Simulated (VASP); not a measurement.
# SrO (I4mm) in VASP: notebook

The runs below take SrO through single point, with LDA.

All numbers are computed with VASP 6.6.1; they aren't measurements. Logs are shortened: lines on timing, memory, paths and dates and some standing lists are left out, and cuts for length are marked.

## (1) The cell of the first run

The structure is tetragonal, space group I4mm (No. 107). The conventional cell has a = 3.492 Å, b = 3.492 Å, c = 4.938 Å, α = 90.00°, β = 90.00°, γ = 90.00°. Sr (site symmetry 4mm) has 6 O at 2.31 to 2.63 Å within 3.1 Å. O (site symmetry 4mm) has 6 Sr at 2.31 to 2.63 Å within 3.1 Å.

## (2) Single point, LDA

INCAR reads:

```
SYSTEM = SrO
PREC     = Accurate       ! precision mode
ENCUT    = 520            ! plane-wave cutoff, eV
EDIFF    = 1E-6           ! SCF threshold, eV
ISMEAR   = 0              ! smearing method
SIGMA    = 0.05           ! smearing width, eV
LREAL    = .FALSE.        ! projectors in reciprocal space
LASPH    = .TRUE.         ! aspherical terms in the spheres
NELM     = 60             ! most SCF steps
ALGO     = Normal         ! electronic algorithm
ISIF     = 2              ! what is computed and relaxed
LWAVE    = .FALSE.        ! write WAVECAR
LCHARG   = .FALSE.        ! write CHGCAR
GGA      = CA             ! functional
NBANDS   = 24             ! bands
```

KPOINTS reads:

```
regular mesh
0
G
  9 9 8
  0 0 0
```

POSCAR reads:

```
SrO
1.0
    0.0000000000     -2.4688803779     -2.4688803779
   -2.4688803779      0.0000000000     -2.4688803779
    2.4688803779      2.4688803779     -4.9377607559
Sr O
2 2
Direct
   -0.0024517324     -0.0024517324     -0.0024517324
    0.4975482676      0.4975482676      0.4975482676
    0.7634271390      0.7634271390      0.7634271390
    0.2634271390      0.2634271390      0.2634271390
```

Potentials or basis: VASP PAW LDA potentials, release 64 (Sr_sv, O).

Command:

```console
> cat potpaw_LDA.64/Sr_sv/POTCAR potpaw_LDA.64/O/POTCAR > POTCAR
> mpirun -np 1 vasp_std > vasp.out
```

OUTCAR:

```text
SYSTEM = SrO
   PREC = Accurate
   ENCUT = 520
   EDIFF = 1E-6
   ISMEAR = 0
   LREAL = .FALSE.
   LASPH = .TRUE.
   NELM = 60
   ISIF = 2
   GGA = CA

 ion  position               nearest neighbor table
   1  0.998  0.998  0.998-   3 2.31   3 2.47   3 2.47   4 2.47   4 2.47   4 2.63   2 3.49   2 3.49
                             2 3.49   2 3.49   2 3.49   2 3.49   2 4.94   2 4.94   2 4.94   2 4.94
   2  0.498  0.498  0.498-   4 2.31   4 2.47   4 2.47   3 2.47   3 2.47   3 2.63   1 3.49   1 3.49
                             1 3.49   1 3.49   1 3.49   1 3.49   1 4.94   1 4.94   1 4.94   1 4.94
   3  0.763  0.763  0.763-   1 2.31   1 2.47   1 2.47   2 2.47   2 2.47   2 2.63
   4  0.263  0.263  0.263-   2 2.31   2 2.47   2 2.47   1 2.47   1 2.47   1 2.63

  LATTYP: Found a trigonal (rhomboedric) cell.
 ALAT       =     6.0474971619
 COS(alpha) =     0.8333333333

  Lattice vectors:

 A1 = (   2.4688803779,   4.9377607558,  -2.4688803780)
 A2 = (   4.9377607558,   2.4688803779,  -2.4688803780)
 A3 = (   2.4688803779,   2.4688803779,  -4.9377607559)

Analysis of symmetry for initial positions (statically):
=====================================================================
 Subroutine PRICEL returns following result:

  LATTYP: Found a face centered cubic cell.
 ALAT       =     4.9377607559

  Lattice vectors:

 A1 = (   0.0000000000,  -2.4688803779,   2.4688803780)
 A2 = (   2.4688803779,  -2.4688803779,   0.0000000000)
 A3 = (   2.4688803779,   0.0000000000,   2.4688803779)

   2 primitive cells build up your supercell.

 Routine SETGRP: Setting up the symmetry group for a
 trigonal (rhombohedral) supercell.

 Subroutine GETGRP returns: Found  2 space group operations
 (whereof  2 operations were pure point group operations)
 out of a pool of 12 trial point group operations.

The static configuration has the point symmetry C_1h.

Analysis of symmetry for dynamics (positions and initial velocities):
=====================================================================
 Subroutine PRICEL returns following result:

  LATTYP: Found a face centered cubic cell.
 ALAT       =     4.9377607559

  Lattice vectors:

 A1 = (   0.0000000000,  -2.4688803779,   2.4688803780)
 A2 = (   2.4688803779,  -2.4688803779,   0.0000000000)
 A3 = (   2.4688803779,   0.0000000000,   2.4688803779)

   2 primitive cells build up your supercell.

 Routine SETGRP: Setting up the symmetry group for a
 trigonal (rhombohedral) supercell.

 Subroutine GETGRP returns: Found  2 space group operations
 (whereof  2 operations were pure point group operations)
 out of a pool of 12 trial point group operations.

The dynamic configuration has the point symmetry C_1h.

 Subroutine INISYM returns: Found  2 space group operations
 (whereof  2 operations are pure point group operations),
 and found     2 'primitive' translations

----------------------------------------------------------------------------------------

                                     Primitive cell

  volume of cell :      30.0975

  direct lattice vectors                    reciprocal lattice vectors
     0.000000000 -2.468880378  2.468880378    -0.202520950 -0.202520950  0.202520950
     2.468880378 -2.468880378  0.000000000     0.202520950 -0.202520950 -0.202520950
     2.468880378  0.000000000  2.468880378     0.202520950  0.202520950  0.202520950

  length of vectors
     3.491524114  3.491524114  3.491524114     0.350776575  0.350776575  0.350776575

  position of ions in fractional coordinates (direct lattice)
     0.004903465  0.995096535  0.004903465
     0.473145722  0.526854278  0.473145722

  ion indices of the primitive-cell ions
   primitive index   ion index
                 1           1
                 2           3
[... 21 lines left out ...]

 -----------------------------------------------------------------------------
|                                                                             |
|           W    W    AA    RRRRR   N    N  II  N    N   GGGG   !!!           |
|           W    W   A  A   R    R  NN   N  II  NN   N  G    G  !!!           |
|           W    W  A    A  R    R  N N  N  II  N N  N  G       !!!           |
|           W WW W  AAAAAA  RRRRR   N  N N  II  N  N N  G  GGG   !            |
|           WW  WW  A    A  R   R   N   NN  II  N   NN  G    G                |
|           W    W  A    A  R    R  N    N  II  N    N   GGGG   !!!           |
|                                                                             |
|     Your reciprocal lattice and k-lattice belong to different lattice       |
|     classes:                                                                |
|                                                                             |
|        The reciprocal lattice is rhombohedral (trigonal),                   |
|        whereas your k-lattice is base-centered monoclinic.                  |
|                                                                             |
|     Results are often still useful ...                                      |
|                                                                             |
 -----------------------------------------------------------------------------

 WARNING: IBZKPT: internal override: KBLOWUP is changed to .FALSE.
      ... skipping the blow-up phase ...

 Subroutine IBZKPT returns following result:
 ===========================================

 Found    185 irreducible k-points:

 Following reciprocal coordinates:
            Coordinates               Weight
  0.000000  0.000000  0.000000      1.000000
  0.111111  0.000000  0.000000      4.000000
  0.222222  0.000000 -0.000000      4.000000
  0.333333  0.000000 -0.000000      4.000000
  0.444444  0.000000 -0.000000      4.000000
  0.111111  0.111111  0.000000      2.000000
[... 16 lines left out ...]
 -0.333333  0.333333  0.000000      2.000000
  0.444444  0.444444 -0.000000      2.000000
 [... further k-points ...]
   k-points           NKPTS =    185   k-points in BZ     NKDIM =    185   number of bands    NBANDS=     24
   number of dos      NEDOS =    301   number of ions     NIONS =      4
   total plane-waves  NPLWV =  37632
   dimension x,y,z NGX =    28 NGY =   28 NGZ =   48
   dimension x,y,z NGXF=    56 NGYF=   56 NGZF=   96
   ions per type =               2   2
   NGX,Y,Z   is equivalent  to a cutoff of  13.33, 13.33, 13.20 a.u.
   NGXF,Y,Z  is equivalent  to a cutoff of  26.66, 26.66, 26.39 a.u.
 SYSTEM =  SrO
   PREC   = accura    normal or accurate (medium, high low for compatibility)
   ISTART =      0    job   : 0-new  1-cont  2-samecut
   ICHARG =      2    charge: 1-file 2-atom 10-const
   ISPIN  =      1    spin polarized calculation?
   LNONCOLLINEAR =      F non collinear calculations
   LSORBIT =      F    spin-orbit coupling
   LASPH  =      T    aspherical Exc in radial PAW
   ENCUT  =  520.0 eV  38.22 Ry    6.18 a.u.   6.49  6.49 11.24*2*pi/ulx,y,z
   NELM   =     60;   NELMIN=  2; NELMDL= -5     # of ELM steps
   EDIFF  = 0.1E-05   stopping-criterion for ELM
   LREAL  =      F    real-space projection
   EDIFFG = 0.1E-04   stopping-criterion for IOM
   NSW    =      0    number of steps for IOM
   IBRION =     -1    ionic relax: 0-MD 1-quasi-New 2-CG
   NFREE  =      0    steps in history (QN), initial steepest desc. (CG)
   ISIF   =      2    stress and relaxation
   ISYM   =      2    0-nonsym 1-usesym 2-fastsym
   POTIM  = 0.5000    time-step for ionic-motion
   TEBEG  =    0.0;   TEEND  =   0.0 temperature during run
   PSTRESS=    0.0 pullay stress
   NELECT =      32.0000    total number of electrons
   NUPDOWN=      -1.0000    fix difference up-down
   EMIN   =  10.00;   EMAX   =-10.00  energy-range for DOS
   EFERMI =   0.00;   METHOD = LEGACY
   ISMEAR =     0;   SIGMA  =   0.05  broadening in eV -4-tet -1-fermi 0-gaus
   EFERMI_NEDOS =   21; number of points for ismear=-14 and -15
   IALGO  =     38    algorithm
   IMIX   =      4    mixing-type and parameters
     AMIX     =   0.40;   BMIX     =  1.00
     AMIX_MAG =   1.60;   BMIX_MAG =  1.00
  volume/ion in A,a.u.               =      15.05       101.55
  Fermi-wavevector in a.u.,A,eV,Ry     =   1.326187  2.506130 23.929547  1.758772
  Thomas-Fermi vector in A             =   2.455592
   LORBIT       =      0    0 simple, 1 ext, 2 COOP (PROOUT), +10 PAW based schemes
   GGA     = CA    functional components
   LHFCALC =     F    Hartree Fock is set to
   AEXX    =    0.0000 exact exchange contribution
   IVDW    =     0    specifies the selected vdW correction
   LEPSILON=     F    determine dielectric tensor
   LRPA    =     F    only Hartree local field effects (RPA)
 non-spin polarized calculation
 Gauss-broadening in eV      SIGMA  =   0.05
  energy-cutoff  :      520.00
  volume of cell :       60.19
 maximum number of plane-waves:      1665
 NGX is ok and might be reduce to    28
   NGX = 13   NGY = 13   NGZ = 23

 number of electron      31.9999998 magnetization

 Free energy of the ion-electron system (eV)
  ---------------------------------------------------
  ext. energy  EPLUGINS =         0.00000000
  ---------------------------------------------------
  free energy    TOTEN  =       -26.51165242 eV

  energy without entropy =      -26.51165242  energy(sigma->0) =      -26.51165242

 E-fermi :   2.3287     XC(G=0): -11.1044

 val. band max:        1.9955220289   @ k =   0.4444   0.0000   0.5000
 cond. band min:       5.0279515271   @ k =  -0.4444  -0.4444   0.1250
 fundamental gap:      3.0324294982
 Fermi energy:         2.3286872607

 k-point     1 :       0.0000    0.0000    0.0000
  band No.  band energies     occupation
      1     -29.7269      2.00000
      2     -29.4779      2.00000
      3     -14.8884      2.00000
      4     -13.0155      2.00000
      5     -11.4165      2.00000
      6     -11.3956      2.00000
[... 637 lines left out ...]
     23      12.7232      0.00000
     24      13.0456      0.00000

 [... further k-points ...]

------------------------ aborting loop because EDIFF is reached ----------------------------------------

  FORCE on cell =-STRESS in cart. coord.  units (eV):
  Direction    XX          YY          ZZ          XY          YZ          ZX
  --------------------------------------------------------------------------------------
  -------------------------------------------------------------------------------------
  Total        3.7048403      3.7048403      5.5812464     -0.0000604      0.0000553      0.0000553
  in kB       98.6097675     98.6097675    148.5530747     -0.0016067      0.0014710      0.0014710
  external PRESSURE =     115.2575365 kB  Pullay stress =       0.0000000 kB

 VOLUME and BASIS-vectors are now :
 -----------------------------------------------------------------------------
  energy-cutoff  :      520.00
  volume of cell :       60.19
      direct lattice vectors                 reciprocal lattice vectors
     0.000000000 -2.468880378 -2.468880378     0.101260475 -0.303781425 -0.101260475
    -2.468880378  0.000000000 -2.468880378    -0.303781425  0.101260475 -0.101260475
     2.468880378  2.468880378 -4.937760756     0.101260475  0.101260475 -0.101260475

 POSITION                                       TOTAL-FORCE (eV/Angst)
 -----------------------------------------------------------------------------------
      0.00000      0.00000     -9.85131         0.000040      0.000040     -0.686672
      0.00000      0.00000     -4.91355         0.000040      0.000040     -0.686672
      0.00000      0.00000     -7.53924        -0.000040     -0.000040      0.686672
      0.00000      0.00000     -2.60148        -0.000040     -0.000040      0.686672
 -----------------------------------------------------------------------------------
    total drift:                               -0.000153     -0.000153      0.000011

  FREE ENERGIE OF THE ION-ELECTRON SYSTEM (eV)
  ---------------------------------------------------
  free  energy   TOTEN  =       -26.5116524228 eV

  energy  without entropy=      -26.5116524228  energy(sigma->0) =      -26.51165242
```

Run time: 1.9 min. Hardware: 1 thread of Intel Xeon 6975P-C (Granite Rapids), shared host; peak memory 0.33 GiB.

What came out:

* Free energy: -26.5117 eV
* Pressure: 11.5 GPa
* Largest force: 0.687 eV/Å
* Band gap on the k mesh: 3.03 eV

Forces on the atoms (eV/Å):
```
Sr   0.000  0.000 -0.687
Sr   0.000  0.000 -0.687
O    0.000  0.000  0.687
O    0.000  0.000  0.687
```

Stress tensor (GPa, compression positive):
```
 9.86  0.00  0.00
 0.00  9.86  0.00
 0.00  0.00 14.86
```

A k mesh can miss the band edges.

## (3) Single point, LDA

This run uses another cell than the first one, of 15.44 Å³/atom, 1.026 times its volume.

INCAR reads:

```
SYSTEM = SrO
PREC = Accurate ; ENCUT = 520
EDIFF = 1E-6 ; ISMEAR = 0
SIGMA = 0.05 ; LREAL = .FALSE.
LASPH = .TRUE. ; NELM = 100
ALGO = Normal ; ISIF = 2
LWAVE = .FALSE. ; LCHARG = .FALSE.
GGA = CA ; NBANDS = 24
```

KPOINTS reads:

```
Automatic mesh
0
G
  9 9 8
  0 0 0
```

POSCAR reads:

```
SrO
1.0
    0.0000000000     -2.4898975135     -2.4898975134
   -2.4898975135      0.0000000000     -2.4898975134
    2.4898975135      2.4898975135     -4.9797950270
Sr O
2 2
Direct
   -0.0024517324     -0.0024517324     -0.0024517324
    0.4975482676      0.4975482676      0.4975482676
    0.7634271390      0.7634271390      0.7634271390
    0.2634271390      0.2634271390      0.2634271390
```

Potentials or basis: VASP PAW LDA potentials, release 64 (Sr_sv, O).

Command:

```console
> cat potpaw_LDA.64/Sr_sv/POTCAR potpaw_LDA.64/O/POTCAR > POTCAR
> mpirun -np 1 vasp_std > vasp.out
```

Wall time 1.9 min (1 thread of Intel Xeon 6975P-C (Granite Rapids), shared host); peak memory 0.33 GiB.

It converged, with:

* Free energy: -26.6064 eV
* Pressure: 7.9 GPa
* Largest force: 0.620 eV/Å
* Band gap on the k mesh: 3.09 eV

Forces on the atoms (eV/Å):
```
Sr   0.000  0.000 -0.620
Sr   0.000  0.000 -0.620
O    0.000  0.000  0.620
O    0.000  0.000  0.620
```

Stress tensor (GPa, compression positive):
```
 6.35  0.00  0.00
 0.00  6.35  0.00
 0.00  0.00 10.87
```

Levels at points of the mesh, in eV from the valence-band top:
| k point | band 14 | band 15 | band 16 | band 17 | band 18 | band 19 |
| --- | --- | --- | --- | --- | --- | --- |
| (0.00, 0.00, 0.00) | -0.09 | -0.09 | -0.05 | 4.51 | 6.32 | 6.44 |
| (0.00, 0.00, 0.50) | -0.78 | -0.71 | -0.71 | 6.07 | 6.07 | 6.88 |

A k mesh can miss the band edges.
